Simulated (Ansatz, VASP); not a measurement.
**Zr: VASP beside Ansatz**

```
Zr
1.0
    -1.69601    1.69601    1.69601
     1.69601   -1.69601    1.69601
     1.69601    1.69601   -1.69601
Zr
1
Direct
  0.00000 0.00000 0.00000
```

Alike in both runs: task single point; functional LDA; k mesh 21 × 21 × 21; occupations fermi-dirac, width 0.1 eV; no spin polarisation.

|  | VASP | Ansatz |
| --- | --- | --- |
| version | VASP 6.6.1 | Ansatz 0.2.0 |
| potentials or method | VASP PAW LDA potentials, release 64 (Zr_sv), cutoff 520 eV | plane waves (420 eV) with PAW, scalar-relativistic |
| valence electrons in the cell | 12 | 12 |

|  | VASP | Ansatz | Ansatz less VASP |
| --- | --- | --- | --- |
| pressure (GPa) | 9.2 | 9.1 | -0.14 |

Ansatz warns that its potentials were made for another functional, while VASP's fit it. LDA's correlation is that of Perdew and Zunger in VASP and of Perdew and Wang (1992) in Ansatz.
